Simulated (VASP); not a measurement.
HgTe: single point with PBEsol

The system is HgTe.

```
Hg Te
1.0
     0.00000    3.13702    3.13702
     3.13702    0.00000    3.13702
     3.13702    3.13702    0.00000
Hg Te
1 1
Direct
  0.00000 0.00000 0.00000
  0.50000 0.50000 0.50000
```

```
Program             : VASP 6.6.1
Task                : single point
Functional          : PBEsol
Potentials or basis : VASP PAW PBE potentials, release 64 (Hg, Te)
Cutoff              : 520 eV
k mesh              : 7 × 7 × 7
Occupations         : fermi-dirac, width 0.05 eV
Spin                : no spin polarisation
```

```yaml
Pressure: -5.4 GPa
Band_gap_on_the_k_mesh: zero (band 9 reaches 3.54 eV, above the bottom of band 10 at 1.44 eV)
```

Levels at points of the mesh, in eV from the Fermi level:
| k point | band 6 | band 7 | band 8 | band 9 | band 10 | band 11 | band 12 | band 13 |
| --- | --- | --- | --- | --- | --- | --- | --- | --- |
| (0.00, 0.00, 0.00) | -6.36 | -1.37 | -0.63 | -0.63 | -0.63 | 7.48 | 7.48 | 7.48 |

Run time: 22 s on 1 thread of Intel Xeon 6975P-C (shared host), peak memory 0.21 GiB.

Caveat: the PAW data sets were made with another functional, which shifts forces and pressure a little; spin-orbit coupling is left out, which moves the levels of the heavy elements.
